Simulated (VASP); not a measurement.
Input of a VASP 6.6.1 run:

INCAR

```
PREC = Accurate
ENCUT = 520
EDIFF = 1E-8
ISMEAR = -1
SIGMA = 0.05
LREAL = False
LASPH = True
NELM = 80
ALGO = Normal
ISIF = 2
LWAVE = False
LCHARG = False
GGA = CA
LEFG = True
NBANDS = 21
```

Contents of KPOINTS:

```
regular mesh
0
Gamma
  8 8 8
```

File POSCAR:

```
Pb
1.0
   -0.1031700017      3.3874150547      3.3874150547
    3.3874150547     -0.1031700017      3.3874150547
    3.3874150547      3.3874150547     -0.1031700017
Pb
2
Direct
    0.0000000000      0.0000000000      0.0000000000
    0.2500000000      0.2500000000      0.2500000000
```

Potentials or basis: VASP PAW LDA potentials, release 64 (Pb_d).

Launch:

```sh
$ cat potpaw_LDA.64/Pb_d/POTCAR > POTCAR
$ mpirun -np 1 vasp_std > vasp.out
```

(1) What does it give for the largest force?

(2) Estimate the pressure.

## Answers

(1) 0.386 eV/Å.

(2) -0.6 GPa.

Caveat: the cell differs from its parent crystal (equal xy, yz and zx shear strains of -3 %); without QUAD_EFG the Cq values of the log hold for a quadrupole moment of 1 mb, not for the nuclei.
